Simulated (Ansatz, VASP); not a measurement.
## Two plane-wave programs on WC

```
CELL_PARAMETERS angstrom
0.00000 2.18242 2.07329
2.18242 0.00000 2.07329
2.18242 2.18242 0.00000
ATOMIC_POSITIONS crystal
W 0.00000 0.00000 0.00000
C 0.50000 0.50000 0.50000
```

Change from the starting cell: strain +0.000 along x and y, -0.050 along z, atoms carried along.

Alike in both runs: task single point; functional r2SCAN; k mesh 24 × 24 × 24; occupations gaussian, width 0.15 eV; no spin polarisation.

```csv
,VASP,Ansatz
version,VASP 6.6.1,Ansatz 0.2.0
potentials or method,"VASP PAW PBE potentials, release 64 (W_sv, C), cutoff 520 eV","scalar-relativistic, plane waves, PAW"
valence electrons in the cell,18,18
```

```tsv
	VASP	Ansatz	Ansatz less VASP
gap on the k mesh at the Fermi level (eV)	none	none	-
pressure (GPa)	26.4	24.4	-2.07
traceless stress, the component that is largest in VASP (GPa)	28.13	28.05	-0.078
```

VASP's potentials were made for PBE, not for r2SCAN. A gap of «none» marks a metal or a gap that the smearing closes.

Spin-orbit coupling is off throughout.
